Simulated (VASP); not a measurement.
Crystal: Cu.

```
Cu
1.0
    -3.17453    3.17453    3.17453
     3.17453   -3.17453    3.17453
     3.17453    3.17453   -3.17453
Cu
8
Direct
  0.22169 0.22169 0.22169
  0.50000 0.00000 0.27831
  0.27831 0.50000 0.00000
  0.00000 0.27831 0.50000
  0.77831 0.77831 0.77831
  0.50000 0.00000 0.72169
  0.72169 0.50000 0.00000
  0.00000 0.72169 0.50000
```

Base run:

```yaml
Program: VASP 6.6.1
Functional: PBE
Potentials_or_basis: VASP PAW PBE potentials, release 64 (Cu_sv_GW)
Cutoff: 700 eV
k_mesh: 4 × 4 × 4
Occupations: gaussian, width 0.1 eV
Spin: no spin polarisation
```

Its results: band gap on the k mesh zero (band 76 reaches 5.66 eV, above the bottom of band 77 at 3.38 eV); pressure -3.5 GPa.

The run is repeated on the same cell with these changes: potentials or basis from VASP PAW PBE potentials, release 64 (Cu_sv_GW) to VASP PAW PBE potentials, release 64 (Cu); cutoff from 700 eV to 520 eV; further incar settings from ALGO = Normal; EDIFF = 1e-06; NBANDS = 86 to ALGO = Fast; EDIFF = 1e-06; NBANDS = 54; valence electrons from 152 to 88. What comes out?

Band gap on the k mesh zero (band 44 reaches 5.67 eV, above the bottom of band 45 at 3.35 eV); pressure 2.3 GPa.
